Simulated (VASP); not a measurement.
# Al (P6_3/mmc) in VASP: a series of runs

Runs on Al. Level: PBE+D3(BJ). Tasks: single point.

All numbers are computed with VASP 6.6.1; they aren't measurements. Logs are shortened: lines on timing, memory, paths and dates and some standing lists are left out, and cuts for length are marked.

### 1 The cell of the first run

The structure is hexagonal, space group P6_3/mmc (No. 194). Conventional cell: a = 2.852 Å, b = 2.852 Å, c = 9.179 Å, α = 90.00°, β = 90.00°, γ = 120.00°. Within 3.7 Å of Al (site symmetry -3m) lie 12 Al at 2.82 to 2.85 Å. Within 3.7 Å of Al (site symmetry -6m2) lie 12 Al at 2.82 to 2.85 Å.

This isn't the form of Al at room conditions, which is fcc.

### 2 Single point, PBE+D3(BJ) (16.17 Å³/atom)

INCAR reads:

```
PREC     = Accurate       # precision mode
ENCUT    = 520            # plane-wave cutoff, eV
EDIFF    = 1E-6           # SCF threshold, eV
ISMEAR   = 0              # smearing method
SIGMA    = 0.15           # smearing width, eV
LREAL    = F              # projectors in reciprocal space
LASPH    = T              # aspherical terms in the spheres
NELM     = 80             # most SCF steps
ALGO     = Fast           # electronic algorithm
ISIF     = 2              # what is computed and relaxed
LWAVE    = F              # write WAVECAR
LCHARG   = F              # write CHGCAR
GGA      = PE             # functional
IVDW     = 12             # dispersion correction
NBANDS   = 14             # bands
```

KPOINTS reads:

```
Automatic mesh
0
Gamma
  18 18 6
```

POSCAR reads:

```
Al
1.0
    2.8520656263      0.0000000000      0.0000000000
   -1.4260328132      2.4699612856      0.0000000000
    0.0000000000      0.0000000000      9.1788028050
Al
4
Direct
    0.0000000000      0.0000000000      0.0000000000
    0.3333333333      0.6666666667      0.2500000000
    0.0000000000      0.0000000000      0.5000000000
    0.6666666667      0.3333333333      0.7500000000
```

Potentials or basis: VASP PAW PBE potentials, release 64 (Al).

On the command line:

```bash
$ cat potpaw_PBE.64/Al/POTCAR > POTCAR
$ mpirun -np 1 vasp_std > vasp.out
```

OUTCAR:

```text
PREC = Accurate
   ENCUT = 520
   EDIFF = 1E-6
   ISMEAR = 0
   LREAL = F
   LASPH = T
   NELM = 80
   ISIF = 2
   GGA = PE
   IVDW = 12
 IVDW          = 12

 ion  position               nearest neighbor table
   1  0.000  0.000  0.000-   2 2.82   4 2.82   2 2.82   4 2.82   4 2.82   2 2.82
   2  0.333  0.667  0.250-   1 2.82   3 2.82   1 2.82   3 2.82   1 2.82   3 2.82
   3  0.000  0.000  0.500-   2 2.82   4 2.82   2 2.82   4 2.82   4 2.82   2 2.82
   4  0.667  0.333  0.750-   1 2.82   3 2.82   1 2.82   3 2.82   1 2.82   3 2.82

  LATTYP: Found a hexagonal cell.
 ALAT       =     2.8520656263
 C/A-ratio  =     3.2183000000

  Lattice vectors:

 A1 = (   2.8520656263,   0.0000000000,   0.0000000000)
 A2 = (  -1.4260328132,   2.4699612856,   0.0000000000)
 A3 = (   0.0000000000,   0.0000000000,   9.1788028050)

Analysis of symmetry for initial positions (statically):
=====================================================================
 Subroutine PRICEL returns:
 Original cell was already a primitive cell.

 Routine SETGRP: Setting up the symmetry group for a
 hexagonal supercell.

 Subroutine GETGRP returns: Found 24 space group operations
 (whereof 12 operations were pure point group operations)
 out of a pool of 24 trial point group operations.

The static configuration has the point symmetry D_3d.
 The point group associated with its full space group is D_6h.

Analysis of symmetry for dynamics (positions and initial velocities):
=====================================================================
 Subroutine PRICEL returns:
 Original cell was already a primitive cell.

 Routine SETGRP: Setting up the symmetry group for a
 hexagonal supercell.

 Subroutine GETGRP returns: Found 24 space group operations
 (whereof 12 operations were pure point group operations)
 out of a pool of 24 trial point group operations.

The dynamic configuration has the point symmetry D_3d.
 The point group associated with its full space group is D_6h.

 Subroutine INISYM returns: Found 24 space group operations
 (whereof 12 operations are pure point group operations),
 and found     1 'primitive' translations

----------------------------------------------------------------------------------------

                                     Primitive cell

  volume of cell :      64.6600

  direct lattice vectors                    reciprocal lattice vectors
     2.852065626  0.000000000  0.000000000     0.350623068  0.202432323  0.000000000
    -1.426032813  2.469961286  0.000000000     0.000000000  0.404864645  0.000000000
     0.000000000  0.000000000  9.178802805     0.000000000  0.000000000  0.108946670
[... 105 lines left out ...]
   IALGO  =     68    algorithm
   IMIX   =      4    mixing-type and parameters
     AMIX     =   0.40;   BMIX     =  1.00
     AMIX_MAG =   1.60;   BMIX_MAG =  1.00
  volume/ion in A,a.u.               =      16.17       109.09
  Fermi-wavevector in a.u.,A,eV,Ry     =   0.933806  1.764638 11.864195  0.871994
  Thomas-Fermi vector in A             =   2.060546
   LORBIT       =      0    0 simple, 1 ext, 2 COOP (PROOUT), +10 PAW based schemes
   GGA     = PE    functional components
   LHFCALC =     F    Hartree Fock is set to
   AEXX    =    0.0000 exact exchange contribution
   IVDW    =    12    specifies the selected vdW correction
   LEPSILON=     F    determine dielectric tensor
   LRPA    =     F    only Hartree local field effects (RPA)
 non-spin polarized calculation
 RMM-DIIS sequential band-by-band and
 Gauss-broadening in eV      SIGMA  =   0.15
  energy-cutoff  :      520.00
  volume of cell :       64.66
 maximum number of plane-waves:      1766
 NGX is ok and might be reduce to    24
   NGX = 11   NGY = 11   NGZ = 35

 number of electron      12.0000000 magnetization

 Free energy of the ion-electron system (eV)
  ---------------------------------------------------
  ext. energy  EPLUGINS =         0.00000000
  ---------------------------------------------------
  free energy    TOTEN  =       -14.92823149 eV

  energy without entropy =      -14.91181678  energy(sigma->0) =      -14.92002413

 E-fermi :   8.2135     XC(G=0): -10.2718

 val. band max:        8.1916142016   @ k =   0.2222   0.2222   0.0000
 cond. band min:       8.2168503666   @ k =   0.2778   0.2222   0.5000
 fundamental gap:      0.0252361650
 Fermi energy:         8.2134556586

 k-point     1 :       0.0000    0.0000    0.0000
  band No.  band energies     occupation
      1      -3.0628      2.00000
      2      -1.3191      2.00000
      3      -1.3139      2.00000
      4       3.6221      2.00000
      5       3.9904      2.00000
      6      11.9709      0.00000
      7      11.9861      0.00000
      8      18.8054      0.00000
      9      18.8054      0.00000
     10      19.0036      0.00000
     11      19.0036      0.00000
     12      20.0088      0.00000
     13      20.0151      0.00000
     14      20.2021      0.00000
[... 377 lines left out ...]
      1       1.8631      2.00000
      2       3.5208      2.00000
      3       3.5322      2.00000
      4       4.4248      2.00000
      5       6.1158      2.00000
      6       6.1539      2.00000
      7       8.3102      0.36152
      8       8.8397      0.00000
      9      10.5359      0.00000
     10      10.7852      0.00000
     11      11.7740      0.00000
     12      12.4763      0.00000
     13      12.7251      0.00000
     14      16.4889      0.00000

 [... further k-points ...]

------------------------ aborting loop because EDIFF is reached ----------------------------------------

 Edisp (eV)   -1.37418

 E8    (eV) :    -0.6146

  FORCE on cell =-STRESS in cart. coord.  units (eV):
  Direction    XX          YY          ZZ          XY          YZ          ZX
  --------------------------------------------------------------------------------------
  -------------------------------------------------------------------------------------
  Total      -0.93352    -0.93352    -0.13520     0.00000    -0.00000     0.00000
  in kB     -23.13128   -23.13128    -3.35012     0.00000    -0.00000     0.00000
  external pressure =      -16.54 kB  Pullay stress =        0.00 kB

 VOLUME and BASIS-vectors are now :
 -----------------------------------------------------------------------------
  energy-cutoff  :      520.00
  volume of cell :       64.66
      direct lattice vectors                 reciprocal lattice vectors
     2.852065626  0.000000000  0.000000000     0.350623068  0.202432323  0.000000000
    -1.426032813  2.469961286  0.000000000     0.000000000  0.404864645  0.000000000
     0.000000000  0.000000000  9.178802805     0.000000000  0.000000000  0.108946670

 POSITION                                       TOTAL-FORCE (eV/Angst)
 -----------------------------------------------------------------------------------
      0.00000      0.00000      0.00000        -0.000000      0.000000     -0.000000
     -0.00000      1.64664      2.29470        -0.000000      0.000000      0.000000
      0.00000      0.00000      4.58940        -0.000000      0.000000     -0.000000
      1.42603      0.82332      6.88410         0.000000     -0.000000     -0.000000
 -----------------------------------------------------------------------------------
    total drift:                               -0.000000      0.000000      0.000000

  FREE ENERGIE OF THE ION-ELECTRON SYSTEM (eV)
  ---------------------------------------------------
  free  energy   TOTEN  =       -16.3024075637 eV

  energy  without entropy=      -16.2859928480  energy(sigma->0) =      -16.29420021
```

stdout:

```text
POSCAR found type information on POSCAR Al
 POSCAR found :  1 types and       4 ions
 scaLAPACK will be used
 LDA part: xc-table for (Slater+PW92), standard interpolation
 POSCAR, INCAR and KPOINTS ok, starting setup
 FFT: planning ... GRIDC
 FFT: planning ... GRID_SOFT
 FFT: planning ... GRID
 WAVECAR not read
 entering main loop
```

It took 2.1 min on 1 thread of Intel Xeon 8259CL, shared host; peak memory 0.26 GiB.

What came out:

```
Free energy                : -16.3024 eV
Pressure                   : -1.7 GPa
Band gap on the k mesh     : zero (bands 6 and 7 overlap by 5.72 eV)
Dispersion energy per atom : -0.344 eV
```

### 3 Single point, PBE+D3(BJ)

INCAR reads:

```
SYSTEM = Al
PREC = Accurate
ENCUT = 520
EDIFF = 1E-7
ISMEAR = 0
SIGMA = 0.15
LREAL = .False.
LASPH = .True.
NELM = 80
ALGO = Normal
ISIF = 2
LWAVE = .False.
LCHARG = .True.
GGA = PE
IVDW = 12
LELF = .True.
LVHAR = .True.
NBANDS = 14
```

KPOINTS reads:

```
Automatic mesh
0
Gamma
  18 18 6
  0 0 0
```

POSCAR is that of step 2.

Potentials or basis: VASP PAW PBE potentials, release 64 (Al).

On the command line:

```bash
$ cat potpaw_PBE.64/Al/POTCAR > POTCAR
$ mpirun -np 1 vasp_std > vasp.out
```

OUTCAR:

```text
SYSTEM = Al
   PREC = Accurate
   ENCUT = 520
   EDIFF = 1E-7
   ISMEAR = 0
   LREAL = .False.
   LASPH = .True.
   NELM = 80
   ISIF = 2
   GGA = PE
   IVDW = 12
 IVDW          = 12

 ion  position               nearest neighbor table
   1  0.000  0.000  0.000-   2 2.82   4 2.82   2 2.82   4 2.82   4 2.82   2 2.82
   2  0.333  0.667  0.250-   1 2.82   3 2.82   1 2.82   3 2.82   1 2.82   3 2.82
   3  0.000  0.000  0.500-   2 2.82   4 2.82   2 2.82   4 2.82   4 2.82   2 2.82
   4  0.667  0.333  0.750-   1 2.82   3 2.82   1 2.82   3 2.82   1 2.82   3 2.82

  LATTYP: Found a hexagonal cell.
 ALAT       =     2.8520656263
 C/A-ratio  =     3.2183000000

  Lattice vectors:

 A1 = (   2.8520656263,   0.0000000000,   0.0000000000)
 A2 = (  -1.4260328132,   2.4699612856,   0.0000000000)
 A3 = (   0.0000000000,   0.0000000000,   9.1788028050)

Analysis of symmetry for initial positions (statically):
=====================================================================
 Subroutine PRICEL returns:
 Original cell was already a primitive cell.

 Routine SETGRP: Setting up the symmetry group for a
 hexagonal supercell.

 Subroutine GETGRP returns: Found 24 space group operations
 (whereof 12 operations were pure point group operations)
 out of a pool of 24 trial point group operations.

The static configuration has the point symmetry D_3d.
 The point group associated with its full space group is D_6h.

Analysis of symmetry for dynamics (positions and initial velocities):
=====================================================================
 Subroutine PRICEL returns:
 Original cell was already a primitive cell.

 Routine SETGRP: Setting up the symmetry group for a
 hexagonal supercell.

 Subroutine GETGRP returns: Found 24 space group operations
 (whereof 12 operations were pure point group operations)
 out of a pool of 24 trial point group operations.

The dynamic configuration has the point symmetry D_3d.
 The point group associated with its full space group is D_6h.

[... 134 lines left out ...]
 Gauss-broadening in eV      SIGMA  =   0.15
  energy-cutoff  :      520.00
  volume of cell :       64.66
 maximum number of plane-waves:      1766
 NGX is ok and might be reduce to    24
   NGX = 11   NGY = 11   NGZ = 35

 number of electron      12.0000000 magnetization

 Free energy of the ion-electron system (eV)
  ---------------------------------------------------
  ext. energy  EPLUGINS =         0.00000000
  ---------------------------------------------------
  free energy    TOTEN  =       -14.92823114 eV

  energy without entropy =      -14.91181697  energy(sigma->0) =      -14.92002406

 E-fermi :   8.2135     XC(G=0): -10.2718

 val. band max:        8.1916213652   @ k =   0.2222   0.2222   0.0000
 cond. band min:       8.2168483488   @ k =   0.2778   0.2222   0.5000
 fundamental gap:      0.0252269836
 Fermi energy:         8.2134547259

 k-point     1 :       0.0000    0.0000    0.0000
  band No.  band energies     occupation
      1      -3.0628      2.00000
      2      -1.3190      2.00000
      3      -1.3140      2.00000
      4       3.6221      2.00000
      5       3.9904      2.00000
      6      11.9709      0.00000
      7      11.9861      0.00000
      8      18.8054      0.00000
      9      18.8054      0.00000
     10      19.0036      0.00000
     11      19.0036      0.00000
     12      20.0087      0.00000
     13      20.0091      0.00000
     14      20.2017      0.00000
[... 377 lines left out ...]
      1       1.8631      2.00000
      2       3.5207      2.00000
      3       3.5323      2.00000
      4       4.4248      2.00000
      5       6.1159      2.00000
      6       6.1538      2.00000
      7       8.3102      0.36151
      8       8.8397      0.00000
      9      10.5359      0.00000
     10      10.7851      0.00000
     11      11.7740      0.00000
     12      12.4763      0.00000
     13      12.7251      0.00000
     14      16.4871      0.00000

 [... further k-points ...]

------------------------ aborting loop because EDIFF is reached ----------------------------------------

 Edisp (eV)   -1.37418

 E8    (eV) :    -0.6146

  FORCE on cell =-STRESS in cart. coord.  units (eV):
  Direction    XX          YY          ZZ          XY          YZ          ZX
  --------------------------------------------------------------------------------------
  -------------------------------------------------------------------------------------
  Total      -0.93363    -0.93363    -0.13537     0.00000     0.00000     0.00000
  in kB     -23.13396   -23.13396    -3.35436     0.00000     0.00000     0.00000
  external pressure =      -16.54 kB  Pullay stress =        0.00 kB

 VOLUME and BASIS-vectors are now :
 -----------------------------------------------------------------------------
  energy-cutoff  :      520.00
  volume of cell :       64.66
      direct lattice vectors                 reciprocal lattice vectors
     2.852065626  0.000000000  0.000000000     0.350623068  0.202432323  0.000000000
    -1.426032813  2.469961286  0.000000000     0.000000000  0.404864645  0.000000000
     0.000000000  0.000000000  9.178802805     0.000000000  0.000000000  0.108946670

 POSITION                                       TOTAL-FORCE (eV/Angst)
 -----------------------------------------------------------------------------------
      0.00000      0.00000      0.00000         0.000000      0.000000     -0.000000
     -0.00000      1.64664      2.29470        -0.000000     -0.000000     -0.000000
      0.00000      0.00000      4.58940         0.000000      0.000000     -0.000000
      1.42603      0.82332      6.88410         0.000000      0.000000      0.000000
 -----------------------------------------------------------------------------------
    total drift:                               -0.000000      0.000000      0.000000

  FREE ENERGIE OF THE ION-ELECTRON SYSTEM (eV)
  ---------------------------------------------------
  free  energy   TOTEN  =       -16.3024072165 eV

  energy  without entropy=      -16.2859930409  energy(sigma->0) =      -16.29420013
```

stdout:

```text
POSCAR found type information on POSCAR Al
 POSCAR found :  1 types and       4 ions
 scaLAPACK will be used
 LDA part: xc-table for (Slater+PW92), standard interpolation
 POSCAR, INCAR and KPOINTS ok, starting setup
 FFT: planning ... GRIDC
 FFT: planning ... GRID_SOFT
 FFT: planning ... GRID
 WAVECAR not read
 entering main loop
```

Wall time 2.1 min (1 thread of Intel Xeon 8259CL, shared host); peak memory 0.26 GiB.

What came out:

```
Free energy                : -16.3024 eV
Pressure                   : -1.7 GPa
Band gap on the k mesh     : zero (bands 6 and 7 overlap by 5.72 eV)
Dispersion energy per atom : -0.344 eV
```

Stress tensor (GPa, compression positive):
```
-2.31  0.00  0.00
 0.00 -2.31  0.00
 0.00  0.00 -0.34
```

(Continued in part 2 of 2.)

The gap in the log of VASP goes by the Fermi energy; the results here count the filled bands.